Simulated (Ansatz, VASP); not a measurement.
# Al6O: VASP beside Ansatz

```
Al O
1.0
     5.71352    0.00000    0.00000
     0.00000    5.71352    0.00000
     0.00000    0.00000   22.17470
Al O
12 2
Direct
  0.25000 0.25000 0.18039
  0.25000 0.75000 0.18039
  0.75000 0.25000 0.18039
  0.75000 0.75000 0.18039
  0.00000 0.00000 0.27441
  0.00000 0.50000 0.27441
  0.50000 0.00000 0.27441
  0.50000 0.50000 0.27441
  0.25000 0.25000 0.36865
  0.25000 0.75000 0.36865
  0.75000 0.25000 0.36865
  0.75000 0.75000 0.36865
  0.15111 0.25000 0.46245
  0.34889 0.25000 0.46245
```

Alike in both runs: task single point; functional PBE; k mesh 5 × 5 × 1; occupations gaussian, width 0.1 eV; collinear spin.

|  | VASP | Ansatz |
| --- | --- | --- |
| version | VASP 6.6.1 | Ansatz 0.2.0 |
| potentials or method | VASP PAW PBE potentials, release 64 (Al, O), cutoff 520 eV | scalar-relativistic, plane waves, PAW |
| valence electrons in the cell | 48 | 48 |

Ansatz gave:

| Property | Result |
| --- | --- |
| gap on the k mesh at the Fermi level (eV) | none |
| rms of the force components (eV/Å) | 3.193 |
| net moment per atom (μB) | 0.08 |
| size of the moment on the site where the two differ most (μB) | 0.28 |
| work function, face that differs most (eV) | 4.93 |

Task: Estimate VASP's values.

Result: gap on the k mesh at the Fermi level (eV): none; rms of the force components (eV/Å): 3.771; net moment per atom (μB): 0.08; size of the moment on the site where the two differ most (μB): 0.44; work function, face that differs most (eV): 4.94.

Site moments also hang on the region over which each program counts them. Atom by atom the forces differ by 0.578 eV/Å (rms over components). A gap of «none» marks a metal or a gap that the smearing closes.

Noted on VASP's run: the standard files for N, O and F lose accuracy on very short bonds.
